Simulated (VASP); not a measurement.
## Cu: single point with LDA

Crystal: Cu.

```
Cu
1.0
     0.00000    1.86173    1.75327
     1.86173    0.00000    1.75327
     1.86173    1.86173    0.00000
Cu
1
Cartesian
  0.0000 0.0000 0.0000
```

This cell differs from its parent crystal: strain +0.030 along x and y, -0.030 along z.

```json
{
 "Program": "VASP 6.6.1",
 "Task": "single point",
 "Functional": "LDA",
 "Potentials or basis": "VASP PAW LDA potentials, release 64 (Cu)",
 "Cutoff": "520 eV",
 "k mesh": "22 × 22 × 22",
 "Occupations": "gaussian, width 0.15 eV",
 "Spin": "no spin polarisation",
 "Dipole correction": "no",
 "Further INCAR settings": "ALGO = Fast; EDIFF = 1e-07; NBANDS = 12"
}
```

| Property | Result |
| --- | --- |
| Pressure | -14.9 GPa |

Stress tensor (GPa, compression positive):
```
-15.76   0.00   0.00
  0.00 -15.76   0.00
  0.00   0.00 -13.20
```

Levels at points of the mesh, in eV from the Fermi level:
```tsv
k point	band 2	band 3	band 4	band 5	band 6	band 7	band 8	band 9	band 10	band 11
(0.00, 0.00, 0.00)	-3.06	-3.06	-2.79	-2.32	-2.05	22.54	24.69	24.69	24.85	27.19
(0.50, 0.00, 0.00)	-3.14	-2.85	-1.69	-1.57	-0.87	3.60	20.34	20.54	23.21	23.92
(0.50, 0.50, 0.00)	-4.33	-1.65	-1.49	-1.49	2.39	7.99	11.88	11.88	16.61	18.90
(0.50, 0.00, 0.50)	-4.28	-1.65	-1.59	-1.42	1.12	6.40	13.23	13.37	17.79	20.30
```

Wall time 2.5 min on 1 thread of Intel(R) Xeon(R) Platinum 8488C (Sapphire Rapids), with other jobs on the host, peak memory 0.22 GiB.

Caveat: the cell differs from its parent crystal (strain +0.030 along x and y, -0.030 along z).
